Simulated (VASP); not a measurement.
Crystal: AlRu.

```
Al Ru
1.0
     2.99160    0.00000    0.00000
     0.00000    2.99160    0.00000
     0.00000    0.00000    2.87194
Al Ru
1 1
Direct
  0.00000 0.00000 0.00000
  0.50000 0.50000 0.50000
```

This cell differs from its parent crystal: strain -0.0400 x Voigt [0, 0, 1, 0, 0, 0].

Base run:

| Item | Value |
| --- | --- |
| Program | VASP 6.6.1 |
| Functional | PBEsol |
| Potentials or basis | VASP PAW PBE potentials, release 64 (Al, Ru_pv) |
| Cutoff | 520 eV |
| k mesh | 16 × 16 × 16 |
| Occupations | gaussian, width 0.15 eV |
| Spin | no spin polarisation |

Its results: band gap on the k mesh zero (an odd number of electrons rules out a gap without spin polarisation); pressure 6.2 GPa.

Question: The run is repeated on the same cell with these changes: dispersion from none to D4. What comes out?

Answer: Band gap on the k mesh zero (an odd number of electrons rules out a gap without spin polarisation); pressure 2.9 GPa.

Dispersion adds attraction, which lowers the pressure at fixed volume and, as a term added to the energy, leaves the levels alone.

Caveats: the PAW data sets were made with another functional, which shifts forces and pressure a little; the cell stands under pressure (at least some runs).
